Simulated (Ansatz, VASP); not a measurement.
Two plane-wave programs on Hg

```xyz
3
Lattice="2.4995 -1.8672 0.0836 2.4995 1.8672 0.0836 -1.4478 0.0000 7.9699" Properties=species:S:1:pos:R:3 pbc="T T T"
Hg    2.8510    0.0000    2.7683
Hg    0.7003    0.0000    5.3690
Hg    0.0000    0.0000    0.0000
```

Alike in both runs: task single point; functional r2SCAN; k mesh 8 × 8 × 4; occupations fermi-dirac, width 0.02 eV; no spin polarisation.

```csv
,VASP,Ansatz
version,VASP 6.6.1,Ansatz 0.2.0
potentials or method,"VASP PAW PBE potentials, release 64 (Hg)","plane waves, PAW"
plane-wave cutoff (eV),520,500
valence electrons in the cell,36,60
```

```tsv
	VASP	Ansatz	Ansatz less VASP
pressure (GPa)	2.1	1.7	-0.37
traceless stress, the component that is largest in VASP (GPa)	0.06	-0.02	-0.077
```

VASP's potentials were made for PBE, not for r2SCAN. VASP's potentials hold 36 valence electrons a cell and Ansatz's 60, so a difference there can come from the potentials and not from the codes.

Neither program's run includes spin-orbit coupling.
